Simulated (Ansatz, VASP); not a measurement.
## Ge in VASP and in Ansatz

```
Ge
1.0
     4.02269    0.00000    0.00000
    -2.01134    3.48375    0.00000
     0.00000    0.00000   18.86852
Ge
4
Direct
  0.33333 0.66667 0.27476
  0.66667 0.33333 0.23849
  0.66667 0.33333 0.49652
  0.00000 0.00000 0.46025
```

Alike in both runs: task single point; functional PBE; dispersion D3(BJ); k mesh 9 × 9 × 1; occupations gaussian, width 0.1 eV; no spin polarisation.

```csv
,VASP,Ansatz
version,VASP 6.6.1,Ansatz 0.2.0
potentials or method,"VASP PAW PBE potentials, release 64 (Ge_d), cutoff 520 eV","scalar-relativistic, plane waves, PAW"
valence electrons in the cell,56,56
```

|  | VASP | Ansatz | Ansatz less VASP |
| --- | --- | --- | --- |
| gap on the k mesh at the Fermi level (eV) | none | none | - |
| rms of the force components (eV/Å) | 0.059 | 0.059 | 0.0000 |
| work function, face that differs most (eV) | 4.54 | 4.54 | -0.001 |

Atom by atom the forces differ by 0.001 eV/Å (rms over components). A gap of «none» marks a metal or a gap that the smearing closes.
